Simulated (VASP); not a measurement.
# Li in VASP: further runs

The runs below take Li through single point, relaxation of cell and atoms, with PBE.

Everything below comes from runs of VASP 6.6.1. Logs are shortened: lines on timing, memory, paths and dates and some standing lists are left out, and cuts for length are marked.

### Step 1. The cell of the first run

The typed cell holds 4 atoms: a = 3.100 Å, b = 3.100 Å, c = 9.725 Å, α = 90.00°, β = 90.00°, γ = 120.00°.

The cell was generated, and may not be a known phase.

### Step 2. Single point, PBE

The input, INCAR:

```
SYSTEM = Li
ALGO = Normal
EDIFF = 1E-7
ENCUT = 520
GGA = PE
ISIF = 2
ISMEAR = 0
LASPH = .True.
LCHARG = .True.
LELF = .True.
LREAL = .False.
LVHAR = .True.
LWAVE = .False.
NBANDS = 14
NELM = 100
PREC = Accurate
SIGMA = 0.1
```

The input, KPOINTS:

```
k-points
0
Gamma
  6 6 4
  0 0 0
```

The input, POSCAR:

```
Li
1.0
    3.1003969989      0.0000000022      0.0000000000
   -1.5501985013      2.6850225618      0.0000000000
    0.0000000000      0.0000000000      9.7250835049
Li
4
Direct
    0.3333333333      0.6666666667      0.5424525328
    0.0000000000      0.0000000000      0.2924375225
    0.6666666667      0.3333333333      0.7924370131
    0.3333333333      0.6666666667      0.0424822515
```

Potentials or basis: VASP PAW PBE potentials, release 64 (Li_sv).

Run with:

```console
$ cat potpaw_PBE.64/Li_sv/POTCAR > POTCAR
$ mpirun -np 1 vasp_std > vasp.out
```

OUTCAR:

```text
SYSTEM = Li
   EDIFF = 1E-7
   ENCUT = 520
   GGA = PE
   ISIF = 2
   ISMEAR = 0
   LASPH = .True.
   LREAL = .False.
   NELM = 100
   PREC = Accurate

 ion  position               nearest neighbor table
   1  0.333  0.667  0.542-
   2  0.000  0.000  0.292-
   3  0.667  0.333  0.792-
   4  0.333  0.667  0.042-

  LATTYP: Found a hexagonal cell.
 ALAT       =     3.1003969989
 C/A-ratio  =     3.1367220096

  Lattice vectors:

 A1 = (   3.1003969989,   0.0000000022,   0.0000000000)
 A2 = (  -1.5501985013,   2.6850225618,   0.0000000000)
 A3 = (   0.0000000000,   0.0000000000,   9.7250835049)

Analysis of symmetry for initial positions (statically):
=====================================================================
 Subroutine PRICEL returns:
 Original cell was already a primitive cell.

 Routine SETGRP: Setting up the symmetry group for a
 hexagonal supercell.

 Subroutine GETGRP returns: Found  6 space group operations
 (whereof  6 operations were pure point group operations)
 out of a pool of 24 trial point group operations.

The static configuration has the point symmetry C_3v.

Analysis of symmetry for dynamics (positions and initial velocities):
=====================================================================
 Subroutine PRICEL returns:
 Original cell was already a primitive cell.

 Routine SETGRP: Setting up the symmetry group for a
 hexagonal supercell.

 Subroutine GETGRP returns: Found  6 space group operations
 (whereof  6 operations were pure point group operations)
 out of a pool of 24 trial point group operations.

The dynamic configuration has the point symmetry C_3v.

 Subroutine INISYM returns: Found  6 space group operations
 (whereof  6 operations are pure point group operations),
 and found     1 'primitive' translations

----------------------------------------------------------------------------------------

                                     Primitive cell

  volume of cell :      80.9578

  direct lattice vectors                    reciprocal lattice vectors
     3.100396999  0.000000002  0.000000000     0.322539339  0.186218175  0.000000000
    -1.550198501  2.685022562  0.000000000    -0.000000000  0.372436349  0.000000000
     0.000000000  0.000000000  9.725083505     0.000000000  0.000000000  0.102826881

  length of vectors
     3.100396999  3.100396999  9.725083505     0.372436349  0.372436349  0.102826881

  position of ions in fractional coordinates (direct lattice)
     0.333333333  0.666666667  0.542452533
     0.000000000  0.000000000  0.292437523
     0.666666667  0.333333333  0.792437013
     0.333333333  0.666666667  0.042482251

  ion indices of the primitive-cell ions
   primitive index   ion index
                 1           1
                 2           2
                 3           3
                 4           4

----------------------------------------------------------------------------------------

 KPOINTS: k-points

Automatic generation of k-mesh.
 Grid dimensions read from file:
 generate k-points for:    6    6    4

 Generating k-lattice:

  Cartesian coordinates                     Fractional coordinates (reciprocal lattice)
     0.053756557  0.031036362  0.000000000     0.166666667 -0.000000000  0.000000000
    -0.000000000  0.062072725  0.000000000    -0.000000000  0.166666667  0.000000000
     0.000000000  0.000000000  0.025706720     0.000000000  0.000000000  0.250000000

  Length of vectors
     0.062072725  0.062072725  0.025706720

  Shift w.r.t. Gamma in fractional coordinates (k-lattice)
     0.000000000  0.000000000  0.000000000

 Subroutine IBZKPT returns following result:
 ===========================================

 Found     24 irreducible k-points:

 Following reciprocal coordinates:
            Coordinates               Weight
  0.000000  0.000000  0.000000      1.000000
  0.166667  0.000000  0.000000      6.000000
  0.333333  0.000000  0.000000      6.000000
  0.500000  0.000000  0.000000      3.000000
  0.166667  0.166667  0.000000      6.000000
  0.333333  0.166667  0.000000     12.000000
[... 16 lines left out ...]
  0.333333  0.166667  0.500000     12.000000
  0.333333  0.333333  0.500000      2.000000
   k-points           NKPTS =     24   k-points in BZ     NKDIM =     24   number of bands    NBANDS=     14
   number of dos      NEDOS =    301   number of ions     NIONS =      4
   total plane-waves  NPLWV =  41472
   dimension x,y,z NGX =    24 NGY =   24 NGZ =   72
   dimension x,y,z NGXF=    48 NGYF=   48 NGZF=  144
   ions per type =               4
   NGX,Y,Z   is equivalent  to a cutoff of  12.87, 12.87, 12.31 a.u.
   NGXF,Y,Z  is equivalent  to a cutoff of  25.74, 25.74, 24.62 a.u.
 SYSTEM =  Li
   PREC   = accura    normal or accurate (medium, high low for compatibility)
   ISTART =      0    job   : 0-new  1-cont  2-samecut
   ICHARG =      2    charge: 1-file 2-atom 10-const
   ISPIN  =      1    spin polarized calculation?
[... 33 lines left out ...]
   IVDW    =     0    specifies the selected vdW correction
   LEPSILON=     F    determine dielectric tensor
   LRPA    =     F    only Hartree local field effects (RPA)
 non-spin polarized calculation
 Gauss-broadening in eV      SIGMA  =   0.10
  energy-cutoff  :      520.00
  volume of cell :       80.96
 maximum number of plane-waves:      2200
 NGX is ok and might be reduce to    24

 number of electron      11.9999987 magnetization

 Free energy of the ion-electron system (eV)
  ---------------------------------------------------
  ext. energy  EPLUGINS =         0.00000000
  ---------------------------------------------------
  free energy    TOTEN  =        -7.59498517 eV

  energy without entropy =       -7.58254937  energy(sigma->0) =       -7.58876727

 E-fermi :   0.5937     XC(G=0):  -7.0478

 val. band max:        0.5449987698   @ k =   0.5000   0.0000   0.2500
 cond. band min:       0.6182298489   @ k =   0.0000   0.3333   0.2500
 fundamental gap:      0.0732310791
 Fermi energy:         0.5937280330

 k-point     1 :       0.0000    0.0000    0.0000
  band No.  band energies     occupation
      1     -45.9027      2.00000
      2     -45.8938      2.00000
      3     -45.8904      2.00000
      4     -45.8815      2.00000
      5      -2.9326      2.00000
      6      -1.7558      2.00000
      7      -1.7520      2.00000
      8       0.8422      0.00044
      9       3.8816      0.00000
     10       9.2486      0.00000
     11       9.2582      0.00000
     12      12.6992      0.00000
     13      12.6992      0.00000
     14      13.3084      0.00000

 k-point     2 :       0.1667    0.0000    0.0000
  band No.  band energies     occupation
      1     -45.8990      2.00000
      2     -45.8912      2.00000
      3     -45.8878      2.00000
      4     -45.8802      2.00000
      5      -2.5023      2.00000
      6      -1.3163      2.00000
      7      -1.3123      2.00000
      8       1.4083      0.00000
      9       4.0027      0.00000
     10       8.8818      0.00000
     11       9.2461      0.00000
     12      10.2127      0.00000
     13      10.7596      0.00000
     14      10.8118      0.00000

 k-point     3 :       0.3333    0.0000    0.0000
  band No.  band energies     occupation
      1     -45.8907      2.00000
      2     -45.8862      2.00000
      3     -45.8827      2.00000
      4     -45.8782      2.00000
      5      -1.2138      2.00000
      6      -0.0457      2.00000
      7      -0.0368      2.00000
      8       3.0840      0.00000
      9       3.5912      0.00000
     10       5.9072      0.00000
     11       6.3557      0.00000
     12       7.2164      0.00000
     13       9.2383      0.00000
     14       9.8000      0.00000
[... 324 lines left out ...]
 k-point    23 :       0.3333    0.1667    0.5000
  band No.  band energies     occupation
      1     -45.8850      2.00000
      2     -45.8847      2.00000
      3     -45.8789      2.00000
      4     -45.8789      2.00000
      5       0.3429      1.99961
      6       0.3430      1.99961
      7       2.3031      0.00000
      8       2.3031      0.00000
      9       4.1961      0.00000
     10       4.1962      0.00000
     11       5.7668      0.00000
     12       5.7668      0.00000
     13       7.0979      0.00000
     14       7.0979      0.00000

 k-point    24 :       0.3333    0.3333    0.5000
  band No.  band energies     occupation
      1     -45.8825      2.00000
      2     -45.8822      2.00000
      3     -45.8789      2.00000
      4     -45.8789      2.00000
      5       2.0549      0.00000
      6       2.0551      0.00000
      7       2.7067      0.00000
      8       2.7068      0.00000
      9       3.0039      0.00000
     10       3.0041      0.00000
     11       4.6971      0.00000
     12       4.6975      0.00000
     13       6.9088      0.00000
     14       6.9093      0.00000

------------------------ aborting loop because EDIFF is reached ----------------------------------------

  FORCE on cell =-STRESS in cart. coord.  units (eV):
  Direction    XX          YY          ZZ          XY          YZ          ZX
  --------------------------------------------------------------------------------------
  -------------------------------------------------------------------------------------
  Total       -0.0270696     -0.0270696     -0.0376169     -0.0000000      0.0000000     -0.0000000
  in kB       -0.5357143     -0.5357143     -0.7444487     -0.0000000      0.0000000     -0.0000000
  external PRESSURE =      -0.6052924 kB  Pullay stress =       0.0000000 kB

 VOLUME and BASIS-vectors are now :
 -----------------------------------------------------------------------------
  energy-cutoff  :      520.00
  volume of cell :       80.96
      direct lattice vectors                 reciprocal lattice vectors
     3.100396999  0.000000002  0.000000000     0.322539339  0.186218175  0.000000000
    -1.550198501  2.685022562  0.000000000    -0.000000000  0.372436349  0.000000000
     0.000000000  0.000000000  9.725083505     0.000000000  0.000000000  0.102826881

 POSITION                                       TOTAL-FORCE (eV/Angst)
 -----------------------------------------------------------------------------------
     -0.00000      1.79002      5.27540         0.000000     -0.000000     -0.000248
      0.00000      0.00000      2.84398         0.000000      0.000000      0.000428
      1.55020      0.89501      7.70652        -0.000000      0.000000      0.000440
     -0.00000      1.79002      0.41314        -0.000000      0.000000     -0.000620
 -----------------------------------------------------------------------------------
    total drift:                                0.000001      0.000001     -0.000719

  FREE ENERGIE OF THE ION-ELECTRON SYSTEM (eV)
  ---------------------------------------------------
  free  energy   TOTEN  =        -7.5949851731 eV

  energy  without entropy=       -7.5825493683  energy(sigma->0) =       -7.58876727
```

Wall time 36 s (1 thread of Intel Xeon 8259CL, shared host); peak memory 0.19 GiB.

What came out:

| Item | Value |
| --- | --- |
| Free energy | -7.5950 eV |
| Band gap on the k mesh | zero (bands 6 and 7 overlap by 3.82 eV) |

Levels at points of the mesh, in eV from the Fermi level:
```tsv
k point	band 3	band 4	band 5	band 6	band 7	band 8	band 9	band 10
(0.00, 0.00, 0.00)	-46.48	-46.48	-3.53	-2.35	-2.35	0.25	3.29	8.65
(0.50, 0.00, 0.00)	-46.47	-46.47	-0.10	0.45	0.69	1.25	3.32	3.37
(0.00, 0.00, 0.50)	-46.48	-46.48	-3.23	-3.23	-0.93	-0.93	5.18	5.18
(0.50, 0.00, 0.50)	-46.47	-46.47	0.09	0.09	1.03	1.03	3.68	3.68
```

Caveat: the k points lie up to 0.39 Å⁻¹ apart, too coarse for converged energies and pressures of a metal; the cutoff is under 1.25 times the usual one of these potentials, so pressure, stress and relaxed cells hold a basis-set (Pulay) error.

### Step 3. Single point, PBE

This run uses another cell than the first one, of the same volume but with other edges.

The input, INCAR:

```
  PREC = Accurate
  ENCUT = 520
  EDIFF = 1E-6
  ISMEAR = 0
  SIGMA = 0.1
  LREAL = False
  LASPH = True
  NELM = 80
  ALGO = Fast
  ISIF = 2
  LWAVE = False
  LCHARG = False
  GGA = PE
  NBANDS = 14
```

The input, KPOINTS:

```
Automatic mesh
0
Gamma
  18 18 6
```

The input, POSCAR:

```
Li
1.0
    3.0538670149      0.0000000000      0.0000000000
   -1.5269335075      2.6447264147      0.0000000000
    0.0000000000      0.0000000000     10.0126027158
Li
4
Direct
    0.0000000000      0.0000000000      0.5000000000
    0.6666666667      0.3333333333      0.2500000000
    0.3333333333      0.6666666667      0.7500000000
    0.0000000000      0.0000000000      0.0000000000
```

Potentials or basis: VASP PAW PBE potentials, release 64 (Li_sv).

Run with:

```console
$ cat potpaw_PBE.64/Li_sv/POTCAR > POTCAR
$ mpirun -np 1 vasp_std > vasp.out
```

Wall time 4.4 min (1 thread of Intel Xeon 8259CL, shared host); peak memory 0.27 GiB.

It converged, with:

| Item | Value |
| --- | --- |
| Free energy | -7.6318 eV |
| Band gap on the k mesh | zero (bands 6 and 7 overlap by 4.04 eV) |

Levels at points of the mesh, in eV from the Fermi level:
```
           k point  band 3  band 4  band 5  band 6  band 7  band 8  band 9  band 10
(0.00, 0.00, 0.00)  -46.50  -46.50   -3.55   -2.45   -2.44   -0.03    2.91     7.94
(0.50, 0.00, 0.00)  -46.49  -46.49   -0.04    0.51    0.70    1.28    3.37     3.42
(0.00, 0.00, 0.50)  -46.50  -46.50   -3.28   -3.28   -1.12   -1.12    4.67     4.67
(0.50, 0.00, 0.50)  -46.49  -46.49    0.14    0.14    1.07    1.07    3.69     3.69
```

Caveat: the cutoff is under 1.25 times the usual one of these potentials, so pressure, stress and relaxed cells hold a basis-set (Pulay) error.

### Step 4. Single point, PBE

This run uses another cell than the first one: it holds 8 atoms, not 4.

The input, INCAR:

```
SYSTEM = Li
  ALGO = Normal
  EDIFF = 1E-7
  ENCUT = 520
  GGA = PE
  ISIF = 2
  ISMEAR = 0
  LASPH = .TRUE.
  LCHARG = .FALSE.
  LREAL = .FALSE.
  LWAVE = .FALSE.
  NBANDS = 22
  NELM = 60
  PREC = Accurate
  SIGMA = 0.2
```

The input, KPOINTS:

```
k-points
0
G
  8 4 2
  0 0 0
```

The input, POSCAR:

```
Li
1.0
    1.5269335075     -2.6447264147      0.0000000000
   -4.5808005223     -2.6447264147      0.0000000000
    0.0000000000      0.0000000000    -10.0126027158
Li
8
Direct
    0.5000000000      0.5000000000      0.5000000000
    0.0000000000      0.0000000000      0.5000000000
    0.0000000000      0.6666666667      0.7500000000
    0.5000000000      0.1666666667      0.7500000000
    0.5000000000      0.8333333333      0.2500000000
    0.0000000000      0.3333333333      0.2500000000
    0.5000000000      0.5000000000      0.0000000000
    0.0000000000      0.0000000000      0.0000000000
```

Run with:

```console
$ cat potpaw_PBE.64/Li_sv/POTCAR > POTCAR
$ mpirun -np 1 vasp_std > vasp.out
```

Run time: 2.4 min. Hardware: 1 thread of Intel Xeon 8259CL, shared host; peak memory 0.27 GiB.

Results (log left out):

* Free energy: -15.2983 eV
* Largest force: 0.010 eV/Å
* Band gap on the k mesh: zero (bands 12 and 13 overlap by 2.53 eV)

Forces on the atoms (eV/Å):
```
Li   0.000  0.000  0.000
Li   0.000  0.000  0.000
Li  -0.008 -0.005  0.000
Li  -0.008 -0.005  0.000
Li   0.008  0.005  0.000
Li   0.008  0.005  0.000
Li   0.000  0.000  0.000
Li   0.000  0.000  0.000
```

Levels at points of the mesh, in eV from the Fermi level:
```tsv
k point	band 10	band 11	band 12	band 13	band 14	band 15
(0.00, 0.00, 0.00)	-2.44	-2.44	-0.03	-0.02	0.52	0.71
(0.50, 0.00, 0.00)	-0.54	0.52	0.52	0.54	0.54	3.24
(0.00, 0.50, 0.00)	-2.55	-1.42	-1.42	-1.42	-1.42	1.29
(0.50, 0.50, 0.00)	-0.03	0.52	0.52	0.71	0.71	1.29
(0.00, 0.00, 0.50)	-3.27	-1.11	-1.11	0.15	0.15	1.08
(0.50, 0.00, 0.50)	-0.27	-0.27	-0.27	1.84	1.84	1.84
(0.00, 0.50, 0.50)	-2.27	-2.27	-2.27	-0.03	-0.03	-0.03
(0.50, 0.50, 0.50)	0.15	0.15	0.15	1.08	1.08	1.08
```

Caveat: the cutoff is under 1.25 times the usual one of these potentials, so pressure, stress and relaxed cells hold a basis-set (Pulay) error.

### Step 5. Relaxation of cell and atoms, PBE

The input, INCAR:

```
SYSTEM = Li
PREC = Accurate ; ENCUT = 600
EDIFF = 1E-7 ; ISMEAR = 0
SIGMA = 0.1 ; LREAL = .False.
LASPH = .True. ; NELM = 60
ALGO = Fast ; ISIF = 3
LWAVE = .False. ; LCHARG = .False.
GGA = PE ; IBRION = 2
NSW = 100 ; EDIFFG = -0.01
```

The input, KPOINTS:

```
regular mesh
0
Gamma
  18 18 6
  0 0 0
```

The input, POSCAR:

```
Li
1.0
    3.1003969989      0.0000000000      0.0000000000
   -1.5501984995      2.6850225629      0.0000000000
    0.0000000000      0.0000000000      9.7250835049
Li
4
Direct
    0.0000000000      0.0000000000      0.5000000000
    0.6666666667      0.3333333333      0.2500000000
    0.3333333333      0.6666666667      0.7500000000
    0.0000000000      0.0000000000      0.0000000000
```

Run with:

```console
$ cat potpaw_PBE.64/Li_sv/POTCAR > POTCAR
$ mpirun -np 1 vasp_std > vasp.out
```

Run time: 25 min. Hardware: 1 thread of Intel Xeon 8259CL, shared host; peak memory 0.31 GiB.

Results (log left out):

```
Free energy                           : -7.6314 eV
Relaxed volume                        : 19.99 Å³/atom
Relaxed cell                          : a = 3.042 Å, b = 3.042 Å, c = 9.979 Å, α = 90.00°, β = 90.00°, γ = 120.00°
Space group after relaxing (to 0.1 Å) : P6_3/mmc (No. 194)
Energy gained by relaxing             : 2.0 meV/atom
Ionic steps                           : 6
Pressure after relaxing               : 0.0 GPa
Band gap on the k mesh                : zero (bands 6 and 7 overlap by 4.06 eV)
```

Step by step:
```tsv
step	energy change (eV)	largest force (eV/Å)	pressure (GPa)	volume (Å³)
1	0.0000	0.0000	-0.12	80.96
2	-0.0019	0.0000	-0.09	80.78
3	-0.0062	0.0000	-0.01	80.23
4	-0.0067	0.0000	0.19	79.09
5	-0.0079	0.0000	0.12	79.60
6	-0.0080	0.0000	0.04	79.97
```

Final structure:
```
CELL_PARAMETERS angstrom
3.04189 0.00000 0.00000
-1.52094 2.63435 0.00000
0.00000 0.00000 9.97931
ATOMIC_POSITIONS crystal
Li 0.00000 0.00000 0.50000
Li 0.66667 0.33333 0.25000
Li 0.33333 0.66667 0.75000
Li 0.00000 0.00000 0.00000
```

Levels at points of the mesh, in eV from the Fermi level:
```
           k point  band 4  band 5  band 6  band 7  band 8  band 9
(0.00, 0.00, 0.00)  -46.47   -3.57   -2.46   -2.46   -0.04    2.94
(0.50, 0.00, 0.00)  -46.47   -0.04    0.52    0.71    1.29    3.41
(0.00, 0.00, 0.50)  -46.48   -3.29   -3.29   -1.13   -1.13    4.70
(0.50, 0.00, 0.50)  -46.47    0.14    0.14    1.08    1.08    3.72
```

Caveat: the cutoff is under 1.25 times the usual one of these potentials, so pressure, stress and relaxed cells hold a basis-set (Pulay) error.

### Step 6. Summary

```csv
task,cell,k mesh,cutoff (eV),smearing,gap on the mesh (eV)
single point,"a = 3.100, b = 3.100, c = 9.725 Å, angles 90.0, 90.0, 120.0°, 4 atoms, atomic positions A",6 × 6 × 4,520,gaussian 0.1 eV,none
single point,"a = 3.054, b = 3.054, c = 10.013 Å, angles 90.0, 90.0, 120.0°, 4 atoms, atomic positions A",18 × 18 × 6,520,gaussian 0.1 eV,none
single point,"a = 3.054, b = 5.289, c = 10.013 Å, 8 atoms, atomic positions B",8 × 4 × 2,520,gaussian 0.2 eV,none
relaxation of cell and atoms,"relaxed from a = 3.100, b = 3.100, c = 9.725 Å, angles 90.0, 90.0, 120.0°, 4 atoms, atomic positions A",18 × 18 × 6,600,gaussian 0.1 eV,none
```

Alike in all rows: level PBE; potentials or basis VASP PAW PBE potentials, release 64 (Li_sv); no spin polarisation.

Caveats: some runs use coarse meshes; the cutoff is under 1.25 times the usual one of these potentials, so pressure, stress and relaxed cells hold a basis-set (Pulay) error.

Total energies depend on the potentials used, so only differences within one code and one set of settings carry meaning.

The gap in the log of VASP goes by the Fermi energy; the results here count the filled bands.